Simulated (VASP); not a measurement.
Crystal: As.

```
CELL_PARAMETERS angstrom
1.91768 1.10718 3.58298
-1.91768 1.10718 3.58298
0.00000 -2.21435 3.58298
ATOMIC_POSITIONS crystal
As 0.22600 0.22600 0.22600
As 0.77400 0.77400 0.77400
```

This cell differs from its parent crystal: volume scaled by 1.06.

Base run:

```yaml
Program: VASP 6.6.1
Functional: PBE
Potentials_or_basis: VASP PAW PBE potentials, release 64 (As)
Cutoff: 520 eV
k_mesh: 9 × 9 × 9
Occupations: fermi-dirac, width 0.05 eV
Spin: no spin polarisation
```

Its results: band gap on the k mesh zero (band 5 reaches 4.82 eV, above the bottom of band 6 at 4.73 eV); pressure -0.4 GPa; largest force 0.098 eV/Å.

Task: After a change of settings the same cell gave: band gap on the k mesh 1.19 eV, direct; pressure -3.8 GPa; largest force 0.559 eV/Å. Which change was it?
A. functional from PBE to PBE0; k mesh from 9 × 9 × 9 to 4 × 4 × 4
B. functional from PBE to PBEsol; occupations from fermi-dirac, width 0.05 eV to fermi-dirac, width 0.1 eV
C. functional from PBE to r2SCAN

Result: A.

Caveats: some runs use coarse meshes; the PAW data sets were made with another functional, which shifts forces and pressure a little (some runs).
